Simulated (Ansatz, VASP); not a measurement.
## One calculation of TiCo3, two programs

```
CELL_PARAMETERS angstrom
3.52839 0.00000 0.00000
0.00000 3.52839 0.00000
0.00000 0.00000 3.52839
ATOMIC_POSITIONS crystal
Ti 0.00000 0.00000 0.00000
Co 0.00000 0.50000 0.50000
Co 0.50000 0.00000 0.50000
Co 0.50000 0.50000 0.00000
```

Alike in both runs: functional PBEsol; k mesh 12 × 12 × 12; occupations gaussian, width 0.1 eV; collinear spin.

Ansatz relaxed the structure, and its values are those at the end. VASP's run is a single point on that final structure, the one shown.

|  | VASP | Ansatz |
| --- | --- | --- |
| version | VASP 6.6.1 | Ansatz 0.2.0 |
| potentials or method | VASP PAW PBE potentials, release 64 (Ti_sv, Co), cutoff 520 eV | scalar-relativistic, plane waves, PAW |
| valence electrons in the cell | 39 | 63 |

```tsv
	VASP	Ansatz	Ansatz less VASP
gap on the k mesh at the Fermi level (eV)	none	none	-
pressure (GPa)	-0.7	0.0	+0.68
net moment per atom (μB)	0.17	0.17	+0.002
size of the moment on the site where the two differ most (μB)	0.26	0.27	+0.009
```

VASP's potentials were made for PBE, not for PBEsol. Site moments also hang on the region over which each program counts them. A gap of «none» marks a metal or a gap that the smearing closes. With one functional, cell and mesh, what is left measures potentials, basis and numerics. VASP's potentials hold 39 valence electrons a cell and Ansatz's 63, so a difference there can come from the potentials and not from the codes.
